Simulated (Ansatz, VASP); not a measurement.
## Co: VASP beside Ansatz

```
Co
1.0
     2.61549    0.00000    0.00000
    -1.30775    2.26508    0.00000
     0.00000    0.00000    8.48628
Co
4
Direct
  0.00000 0.00000 0.00000
  0.00000 0.00000 0.50000
  0.33333 0.66667 0.25000
  0.66667 0.33333 0.75000
```

Alike in both runs: task single point; functional RPBE; k mesh 16 × 16 × 5; occupations fermi-dirac, width 0.05 eV; collinear spin.

|  | VASP | Ansatz |
| --- | --- | --- |
| version | VASP 6.6.1 | Ansatz 0.2.0 |
| potentials or method | VASP PAW PBE potentials, release 64 (Co), cutoff 520 eV | plane waves (420 eV) with PAW, scalar-relativistic |
| valence electrons in the cell | 36 | 68 |

|  | VASP | Ansatz | Ansatz less VASP |
| --- | --- | --- | --- |
| pressure (GPa) | -16.7 | -16.7 | -0.03 |
| traceless stress, the component that is largest in VASP (GPa) | 0.09 | 0.28 | +0.192 |
| net moment per atom (μB) | 1.75 | 1.76 | +0.014 |
| size of the moment on the site where the two differ most (μB) | 1.79 | 1.85 | +0.057 |

VASP's potentials were made for PBE, not for RPBE. Site moments also hang on the region over which each program counts them. VASP's potentials hold 36 valence electrons a cell and Ansatz's 68, so a difference there can come from the potentials and not from the codes.
